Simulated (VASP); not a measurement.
# BeP3 (I4/mmm) in VASP: further runs

Runs on BeP3. Level: PBE. Tasks: relaxation of cell and atoms, single point.

Everything below comes from runs of VASP 6.6.1. Logs are shortened: lines on timing, memory, paths and dates and some standing lists are left out, and cuts for length are marked.

## 1. The cell of the first run

The structure is tetragonal, space group I4/mmm (No. 139). Conventional cell: a = 3.763 Å, b = 3.763 Å, c = 8.406 Å, α = 90.00°, β = 90.00°, γ = 90.00°. Be (site symmetry 4/mmm) has 12 P at 2.66 to 2.82 Å within 3.5 Å. P (site symmetry 4/mmm) has 4 Be at 2.66 Å and 8 P at 2.82 Å within 3.5 Å. P (site symmetry -4m2) has 8 P at 2.66 to 2.82 Å and 4 Be at 2.82 Å within 3.5 Å.

## 2. Relaxation of cell and atoms, PBE

INCAR reads:

```
SYSTEM = BeP3
PREC     = Accurate       ! precision mode
ENCUT    = 600            ! plane-wave cutoff, eV
EDIFF    = 1E-6           ! SCF threshold, eV
ISMEAR   = 0              ! smearing method
SIGMA    = 0.1            ! smearing width, eV
LREAL    = .False.        ! projectors in reciprocal space
LASPH    = .True.         ! aspherical terms in the spheres
NELM     = 100            ! most SCF steps
ALGO     = Normal         ! electronic algorithm
ISIF     = 3              ! what is computed and relaxed
LWAVE    = .False.        ! write WAVECAR
LCHARG   = .False.        ! write CHGCAR
GGA      = PE             ! functional
IBRION   = 2              ! ionic algorithm
NSW      = 90             ! ionic steps
EDIFFG   = -0.04          ! ionic threshold
```

KPOINTS reads:

```
Automatic mesh
0
Gamma
  6 6 6
  0 0 0
```

POSCAR reads:

```
BeP3
1.0
   -1.8816691001      1.8816691001      4.2032088988
    1.8816691001     -1.8816691001      4.2032088988
    1.8816691001      1.8816691001     -4.2032088988
Be P
1 3
Direct
    0.0000000000      0.0000000000      0.0000000000
    0.5000000000      0.5000000000      0.0000000000
    0.2500000000      0.7500000000      0.5000000000
    0.7500000000      0.2500000000      0.5000000000
```

Potentials or basis: VASP PAW PBE potentials, release 64 (Be, P).

On the command line:

```bash
$ cat potpaw_PBE.64/Be/POTCAR potpaw_PBE.64/P/POTCAR > POTCAR
$ mpirun -np 1 vasp_std > vasp.out
```

OUTCAR:

```text
SYSTEM = BeP3
   PREC = Accurate
   ENCUT = 600
   EDIFF = 1E-6
   ISMEAR = 0
   LREAL = .False.
   LASPH = .True.
   NELM = 100
   ISIF = 3
   GGA = PE
   IBRION = 2
   NSW = 90
   EDIFFG = -0.04

 ion  position               nearest neighbor table
   1  0.000  0.000  0.000-   2 2.66   2 2.66   2 2.66   2 2.66
   2  0.500  0.500  0.000-   1 2.66   1 2.66   1 2.66   1 2.66   4 2.82   3 2.82   4 2.82   3 2.82
                             3 2.82   3 2.82   4 2.82   4 2.82
   3  0.250  0.750  0.500-   4 2.66   4 2.66   4 2.66   4 2.66   2 2.82   2 2.82   2 2.82   2 2.82

   4  0.750  0.250  0.500-   3 2.66   3 2.66   3 2.66   3 2.66   2 2.82   2 2.82   2 2.82   2 2.82

  LATTYP: Found a body centered tetragonal cell.
 ALAT       =     3.7633382002
 C/A-ratio  =     2.2337662337

  Lattice vectors:

 A1 = (  -1.8816691001,   1.8816691001,   4.2032088988)
 A2 = (   1.8816691001,  -1.8816691001,   4.2032088988)
 A3 = (   1.8816691001,   1.8816691001,  -4.2032088988)

Analysis of symmetry for initial positions (statically):
=====================================================================
 Subroutine PRICEL returns:
 Original cell was already a primitive cell.

 Routine SETGRP: Setting up the symmetry group for a
 body centered tetragonal supercell.

 Subroutine GETGRP returns: Found 16 space group operations
 (whereof 16 operations were pure point group operations)
 out of a pool of 16 trial point group operations.

The static configuration has the point symmetry D_4h.

Analysis of symmetry for dynamics (positions and initial velocities):
=====================================================================
 Subroutine PRICEL returns:
 Original cell was already a primitive cell.

 Routine SETGRP: Setting up the symmetry group for a
 body centered tetragonal supercell.

 Subroutine GETGRP returns: Found 16 space group operations
 (whereof 16 operations were pure point group operations)
 out of a pool of 16 trial point group operations.

The dynamic configuration has the point symmetry D_4h.

 Subroutine INISYM returns: Found 16 space group operations
 (whereof 16 operations are pure point group operations),
 and found     1 'primitive' translations

----------------------------------------------------------------------------------------

                                     Primitive cell

  volume of cell :      59.5288

[... 119 lines left out ...]
   AEXX    =    0.0000 exact exchange contribution
   IVDW    =     0    specifies the selected vdW correction
   LEPSILON=     F    determine dielectric tensor
   LRPA    =     F    only Hartree local field effects (RPA)
 conjugate gradient relaxation of ions
 non-spin polarized calculation
 Gauss-broadening in eV      SIGMA  =   0.10
  energy-cutoff  :      600.00
  volume of cell :       59.53
 maximum number of plane-waves:      2024
   NGX = 19   NGY = 19   NGZ = 19

--------------------------------------- Ionic step        1  -------------------------------------------

 number of electron      16.9999998 magnetization

 Free energy of the ion-electron system (eV)
  ---------------------------------------------------
  ext. energy  EPLUGINS =         0.00000000
  ---------------------------------------------------
  free energy    TOTEN  =       -16.82038041 eV

  energy without entropy =      -16.80389701  energy(sigma->0) =      -16.81213871

------------------------ aborting loop because EDIFF is reached ----------------------------------------

  FORCE on cell =-STRESS in cart. coord.  units (eV):
  Direction    XX          YY          ZZ          XY          YZ          ZX
  --------------------------------------------------------------------------------------
  -------------------------------------------------------------------------------------
  Total       -3.9232972     -3.9232972     -2.1718301      0.0000000     -0.0000000     -0.0000000
  in kB     -105.5928041   -105.5928041    -58.4532909      0.0000000     -0.0000000     -0.0000000
  external PRESSURE =     -89.8796330 kB  Pullay stress =       0.0000000 kB
[... 95 lines left out ...]
  FREE ENERGIE OF THE ION-ELECTRON SYSTEM (eV)
  ---------------------------------------------------
  free  energy   TOTEN  =       -17.0724219764 eV

  energy  without entropy=      -17.0591498628  energy(sigma->0) =      -17.06578592

[... ionic steps 4 to 12 ...]

--------------------------------------- Ionic step       13  -------------------------------------------

 number of electron      17.0000001 magnetization

------------------------ aborting loop because EDIFF is reached ----------------------------------------
[... 71 lines left out ...]
--------------------------------------- Ionic step       15  -------------------------------------------

 number of electron      16.9999998 magnetization

 Free energy of the ion-electron system (eV)
  ---------------------------------------------------
  ext. energy  EPLUGINS =         0.00000000
  ---------------------------------------------------
  free energy    TOTEN  =       -17.69930748 eV

  energy without entropy =      -17.69526373  energy(sigma->0) =      -17.69728560

 E-fermi :   8.5710     XC(G=0): -10.9651

 val. band max:        8.5060525295   @ k =   0.3333   0.0000   0.0000
 cond. band min:       8.6102442324   @ k =   0.3333   0.3333   0.1667
 fundamental gap:      0.1041917029
 Fermi energy:         8.5710253998

 k-point     1 :       0.0000    0.0000    0.0000
  band No.  band energies     occupation
      1      -7.5489      2.00000
      2      -2.4075      2.00000
      3       0.8115      2.00000
      4       4.2124      2.00000
      5       4.2124      2.00000
      6       4.6534      2.00000
      7       7.1601      2.00000
      8       7.1601      2.00000
      9       9.2547      0.00000
     10       9.9077      0.00000
     11      11.2977      0.00000
     12      12.3688      0.00000
[... 331 lines left out ...]
 k-point    24 :      -0.1667   -0.3333    0.1667
  band No.  band energies     occupation
      1      -7.0448      2.00000
      2      -3.0679      2.00000
      3       1.1891      2.00000
      4       2.7601      2.00000
      5       4.4034      2.00000
      6       5.7237      2.00000
      7       6.5489      2.00000
      8       7.8911      2.00000
      9       9.3116      0.00000
     10      10.4204      0.00000
     11      11.3300      0.00000
     12      12.1552      0.00000

 [... further k-points ...]
[... 5 lines left out ...]
  --------------------------------------------------------------------------------------
  -------------------------------------------------------------------------------------
  Total        0.0097337      0.0097337      0.0649651      0.0000000      0.0000000      0.0000000
  in kB        0.2832572      0.2832572      1.8905384      0.0000000      0.0000000      0.0000000
  external PRESSURE =       0.8190176 kB  Pullay stress =       0.0000000 kB
[... 19 lines left out ...]
  FREE ENERGIE OF THE ION-ELECTRON SYSTEM (eV)
  ---------------------------------------------------
  free  energy   TOTEN  =       -17.6993074779 eV

  energy  without entropy=      -17.6952637275  energy(sigma->0) =      -17.69728560

 reached required accuracy - stopping structural energy minimisation
```

OSZICAR:

```text
N       E                     dE             d eps       ncg     rms          rms(c)
DAV:   1     0.538978750415E+02    0.53898E+02   -0.77793E+03   720   0.134E+03
DAV:   2    -0.124728215682E+02   -0.66371E+02   -0.62302E+02   940   0.182E+02
DAV:   3    -0.167427856284E+02   -0.42700E+01   -0.41081E+01   980   0.493E+01
[... 132 lines left out ...]
DAV:   3    -0.176993863753E+02    0.10092E-02   -0.30833E-03   840   0.321E-01    0.566E-02
DAV:   4    -0.176993242729E+02    0.62102E-04   -0.14138E-04   804   0.811E-02    0.237E-02
DAV:   5    -0.176993092406E+02    0.15032E-04   -0.18574E-05   808   0.301E-02    0.166E-02
DAV:   6    -0.176993081450E+02    0.10956E-05   -0.67163E-07   428   0.716E-03    0.677E-03
DAV:   7    -0.176993074779E+02    0.66711E-06   -0.33150E-07   408   0.429E-03
  15 F= -.17699307E+02 E0= -.17697286E+02  d E =-.139476E+00
```

Run time: 2.6 min. Hardware: 1 thread of Intel Xeon 6975P-C (Granite Rapids), shared host; peak memory 0.25 GiB.

Results:

```yaml
Free_energy: -17.6993 eV
Relaxed_volume: 13.76 Å³/atom
Relaxed_cell: a = 5.551 Å, b = 5.551 Å, c = 5.551 Å, α = 145.34°, β = 145.34°, γ = 49.83°
Space_group_after_relaxing_to_0.1_Å: I4/mmm (No. 139)
Energy_gained_by_relaxing: 219.7 meV/atom
Ionic_steps: 15
Pressure_after_relaxing: 0.1 GPa
Band_gap_on_the_k_mesh: zero (an odd number of electrons rules out a gap without spin polarisation)
```

Step by step:
| step | energy change (eV) | largest force (eV/Å) | pressure (GPa) | volume (Å³) |
| --- | --- | --- | --- | --- |
| 1 | 0.0000 | 0.0000 | -8.99 | 59.53 |
| 2 | -0.2508 | 0.0000 | 0.00 | 52.61 |
| 3 | -0.2520 | 0.0000 | 0.74 | 52.20 |
| 4 | -0.2900 | 0.0000 | 1.12 | 52.04 |
| 5 | -0.4491 | 0.0000 | 3.79 | 51.38 |
| 6 | -0.6417 | 0.0000 | 14.27 | 49.32 |
| 7 | -0.6607 | 0.0000 | 6.52 | 50.55 |
| 8 | -0.7304 | 0.0000 | 8.83 | 49.97 |
| 9 | -0.7265 | 0.0000 | 10.05 | 49.81 |
| 10 | -0.7360 | 0.0000 | 10.19 | 50.01 |
| 11 | -0.7395 | 0.0000 | 10.48 | 50.32 |
| 12 | -0.7627 | 0.0000 | 9.45 | 50.71 |
| 13 | -0.8190 | 0.0000 | 6.54 | 51.89 |
| 14 | -0.8755 | 0.0000 | 1.45 | 54.30 |
| 15 | -0.8789 | 0.0000 | 0.08 | 55.06 |

Final structure:
```yaml
crystal:
  lattice:
    - [-1.65354, 1.65354, 5.03405]
    - [1.65354, -1.65354, 5.03405]
    - [1.65354, 1.65354, -5.03405]
  atoms:
    - { symbol: Be, position: [0.00000, 0.00000, 0.00000] }
    - { symbol: P, position: [0.50000, 0.50000, 0.00000] }
    - { symbol: P, position: [0.25000, 0.75000, 0.50000] }
    - { symbol: P, position: [0.75000, 0.25000, 0.50000] }
```

## 3. Single point, PBE

This run uses another cell than the first one, of 14.23 Å³/atom.

INCAR reads:

```
PREC     = Accurate       # precision mode
ENCUT    = 520            # plane-wave cutoff, eV
EDIFF    = 1E-7           # SCF threshold, eV
ISMEAR   = 0              # smearing method
SIGMA    = 0.1            # smearing width, eV
LREAL    = False          # projectors in reciprocal space
LASPH    = True           # aspherical terms in the spheres
NELM     = 100            # most SCF steps
ALGO     = Normal         # electronic algorithm
ISIF     = 2              # what is computed and relaxed
LWAVE    = False          # write WAVECAR
LCHARG   = False          # write CHGCAR
GGA      = PE             # functional
NBANDS   = 16             # bands
```

KPOINTS reads:

```
Automatic mesh
0
Gamma
  20 20 20
```

POSCAR reads:

```
BeP3
1.0
   -1.6471754833      1.6471754833      5.2431372472
    1.6471754833     -1.6471754833      5.2431372472
    1.6471754833      1.6471754833     -5.2431372472
Be P
1 3
Direct
    0.0000000000      0.0000000000      0.0000000000
    0.5000000000      0.5000000000      0.0000000000
    0.2500000000      0.7500000000      0.5000000000
    0.7500000000      0.2500000000      0.5000000000
```

Potentials or basis: VASP PAW PBE potentials, release 64 (Be, P).

On the command line:

```bash
$ cat potpaw_PBE.64/Be/POTCAR potpaw_PBE.64/P/POTCAR > POTCAR
$ mpirun -np 1 vasp_std > vasp.out
```

OUTCAR:

```text
PREC = Accurate
   ENCUT = 520
   EDIFF = 1E-7
   ISMEAR = 0
   LREAL = False
   LASPH = True
   NELM = 100
   ISIF = 2
   GGA = PE

 ion  position               nearest neighbor table
   1  0.000  0.000  0.000-   2 2.33   2 2.33   2 2.33   2 2.33
   2  0.500  0.500  0.000-   1 2.33   1 2.33   1 2.33   1 2.33
   3  0.250  0.750  0.500-   4 2.33   4 2.33   4 2.33   4 2.33
   4  0.750  0.250  0.500-   3 2.33   3 2.33   3 2.33   3 2.33

  LATTYP: Found a body centered tetragonal cell.
 ALAT       =     3.2943509666
 C/A-ratio  =     3.1831078718

  Lattice vectors:

 A1 = (  -1.6471754833,   1.6471754833,   5.2431372472)
 A2 = (   1.6471754833,  -1.6471754833,   5.2431372472)
 A3 = (   1.6471754833,   1.6471754833,  -5.2431372472)

Analysis of symmetry for initial positions (statically):
=====================================================================
 Subroutine PRICEL returns:
 Original cell was already a primitive cell.

 Routine SETGRP: Setting up the symmetry group for a
 body centered tetragonal supercell.

 Subroutine GETGRP returns: Found 16 space group operations
 (whereof 16 operations were pure point group operations)
 out of a pool of 16 trial point group operations.

The static configuration has the point symmetry D_4h.

Analysis of symmetry for dynamics (positions and initial velocities):
=====================================================================
 Subroutine PRICEL returns:
 Original cell was already a primitive cell.

 Routine SETGRP: Setting up the symmetry group for a
 body centered tetragonal supercell.

 Subroutine GETGRP returns: Found 16 space group operations
 (whereof 16 operations were pure point group operations)
 out of a pool of 16 trial point group operations.

The dynamic configuration has the point symmetry D_4h.

 Subroutine INISYM returns: Found 16 space group operations
 (whereof 16 operations are pure point group operations),
[... 116 lines left out ...]
   EFERMI_NEDOS =   21; number of points for ismear=-14 and -15
   IALGO  =     38    algorithm
   IMIX   =      4    mixing-type and parameters
     AMIX     =   0.40;   BMIX     =  1.00
     AMIX_MAG =   1.60;   BMIX_MAG =  1.00
  volume/ion in A,a.u.               =      14.23        96.00
  Fermi-wavevector in a.u.,A,eV,Ry     =   1.094412  2.068139 16.296208  1.197737
  Thomas-Fermi vector in A             =   2.230716
   LORBIT       =      0    0 simple, 1 ext, 2 COOP (PROOUT), +10 PAW based schemes
   GGA     = PE    functional components
   LHFCALC =     F    Hartree Fock is set to
   AEXX    =    0.0000 exact exchange contribution
   IVDW    =     0    specifies the selected vdW correction
   LEPSILON=     F    determine dielectric tensor
   LRPA    =     F    only Hartree local field effects (RPA)
 non-spin polarized calculation
 Gauss-broadening in eV      SIGMA  =   0.10
  energy-cutoff  :      520.00
  volume of cell :       56.90
 maximum number of plane-waves:      1558
 NGX is ok and might be reduce to    48
   NGX = 21   NGY = 21   NGZ = 21

 number of electron      17.0000000 magnetization

 Free energy of the ion-electron system (eV)
  ---------------------------------------------------
  ext. energy  EPLUGINS =         0.00000000
  ---------------------------------------------------
  free energy    TOTEN  =       -17.61291082 eV

  energy without entropy =      -17.60358479  energy(sigma->0) =      -17.60824780

 E-fermi :   8.0284     XC(G=0): -10.7998

 val. band max:        8.0270303262   @ k =  -0.3000   0.5000   0.2000
 cond. band min:       8.0284117674   @ k =   0.4000   0.3000   0.1000
 fundamental gap:      0.0013814413
 Fermi energy:         8.0283605198

 k-point     1 :       0.0000    0.0000    0.0000
  band No.  band energies     occupation
      1      -7.7899      2.00000
      2      -3.0756      2.00000
      3       0.5958      2.00000
      4       3.9249      2.00000
      5       3.9249      2.00000
      6       4.4674      2.00000
[... 433 lines left out ...]
      3      -2.0119      2.00000
      4       2.1119      2.00000
      5       3.1004      2.00000
      6       4.9428      2.00000
[... 8 lines left out ...]
     15      13.0801      0.00000
     16      16.3082      0.00000

 [... further k-points ...]
[... 5 lines left out ...]
  --------------------------------------------------------------------------------------
  -------------------------------------------------------------------------------------
  Total       -0.0660049     -0.0660049     -0.0172583      0.0000000      0.0000000      0.0000000
  in kB       -1.8584704     -1.8584704     -0.4859331      0.0000000      0.0000000      0.0000000
  external PRESSURE =      -1.4009580 kB  Pullay stress =       0.0000000 kB

 VOLUME and BASIS-vectors are now :
 -----------------------------------------------------------------------------
  energy-cutoff  :      520.00
  volume of cell :       56.90
      direct lattice vectors                 reciprocal lattice vectors
    -1.647175483  1.647175483  5.243137247     0.000000000  0.303549928  0.095362753
     1.647175483 -1.647175483  5.243137247     0.303549928  0.000000000  0.095362753
     1.647175483  1.647175483 -5.243137247     0.303549928  0.303549928  0.000000000

 POSITION                                       TOTAL-FORCE (eV/Angst)
 -----------------------------------------------------------------------------------
      0.00000      0.00000      0.00000        -0.000000      0.000000      0.000000
      0.00000      0.00000      5.24314        -0.000000      0.000000      0.000000
      1.64718     -0.00000      2.62157         0.000000     -0.000000     -0.000000
     -0.00000      1.64718      2.62157         0.000000      0.000000     -0.000000
 -----------------------------------------------------------------------------------
    total drift:                                0.000000     -0.000000      0.000000

  FREE ENERGIE OF THE ION-ELECTRON SYSTEM (eV)
  ---------------------------------------------------
  free  energy   TOTEN  =       -17.6129108188 eV

  energy  without entropy=      -17.6035847876  energy(sigma->0) =      -17.60824780
```

OSZICAR:

```text
N       E                     dE             d eps       ncg     rms          rms(c)
DAV:   1     0.426175863777E+02    0.42618E+02   -0.69601E+03 20512   0.894E+02
DAV:   2    -0.151815226051E+02   -0.57799E+02   -0.53188E+02 27536   0.147E+02
DAV:   3    -0.177834742342E+02   -0.26020E+01   -0.25590E+01 28176   0.320E+01
DAV:   4    -0.178089888633E+02   -0.25515E-01   -0.25499E-01 26328   0.386E+00
DAV:   5    -0.178094185552E+02   -0.42969E-03   -0.42960E-03 28960   0.443E-01    0.796E+00
DAV:   6    -0.176426652974E+02    0.16675E+00   -0.32089E-01 27952   0.301E+00    0.488E+00
DAV:   7    -0.176158250987E+02    0.26840E-01   -0.67793E-02 27248   0.166E+00    0.205E+00
DAV:   8    -0.176132540907E+02    0.25710E-02   -0.24926E-02 27696   0.891E-01    0.185E-01
DAV:   9    -0.176129615058E+02    0.29258E-03   -0.15968E-03 27928   0.236E-01    0.114E-01
DAV:  10    -0.176129085101E+02    0.52996E-04   -0.34800E-04 26640   0.102E-01    0.209E-02
DAV:  11    -0.176129100670E+02   -0.15569E-05   -0.30510E-05 28976   0.329E-02    0.115E-02
DAV:  12    -0.176129108832E+02   -0.81621E-06   -0.21142E-06 27104   0.100E-02    0.358E-03
DAV:  13    -0.176129108188E+02    0.64431E-07   -0.27747E-07 27544   0.316E-03
   1 F= -.17612911E+02 E0= -.17608248E+02  d E =-.932603E-02
```

stdout:

```text
POSCAR found type information on POSCAR BeP
 POSCAR found :  2 types and       4 ions
 scaLAPACK will be used
 LDA part: xc-table for (Slater+PW92), standard interpolation
 POSCAR, INCAR and KPOINTS ok, starting setup
 FFT: planning ... GRIDC
 FFT: planning ... GRID_SOFT
 FFT: planning ... GRID
 WAVECAR not read
 entering main loop
```

Wall time 16 min (1 thread of Intel Xeon 6975P-C (Granite Rapids), shared host); peak memory 0.68 GiB.

What came out:

```yaml
Free_energy: -17.6129 eV
Pressure: -0.1 GPa
Band_gap_on_the_k_mesh: zero (an odd number of electrons rules out a gap without spin polarisation)
```

Stress tensor (GPa, compression positive):
```
-0.19  0.00  0.00
 0.00 -0.19  0.00
 0.00  0.00 -0.05
```

The gap in the log of VASP goes by the Fermi energy; the results here count the filled bands.